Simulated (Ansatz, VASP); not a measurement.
## Two plane-wave programs on W

```xyz
1
Lattice="0.0000 2.1112 1.8676 2.1112 0.0000 1.8676 2.1112 2.1112 0.0000" Properties=species:S:1:pos:R:3 pbc="T T T"
W     0.0000    0.0000    0.0000
```

Change from the starting cell: strain +0.040 along x and y, -0.080 along z, atoms carried along.

Alike in both runs: task single point; functional PBEsol; k mesh 20 × 20 × 20; occupations gaussian, width 0.15 eV; no spin polarisation.

|  | VASP | Ansatz |
| --- | --- | --- |
| version | VASP 6.6.1 | Ansatz 0.2.0 |
| potentials or method | VASP PAW PBE potentials, release 64 (W_sv), cutoff 520 eV | scalar-relativistic, plane waves, PAW |
| valence electrons in the cell | 14 | 14 |

|  | VASP | Ansatz | Ansatz less VASP |
| --- | --- | --- | --- |
| gap on the k mesh at the Fermi level (eV) | none | none | - |
| pressure (GPa) | -12.0 | -12.4 | -0.43 |
| traceless stress, the component that is largest in VASP (GPa) | -17.77 | -17.69 | +0.085 |

VASP's potentials were made for PBE, not for PBEsol. A gap of «none» marks a metal or a gap that the smearing closes.

Neither program's run includes spin-orbit coupling.
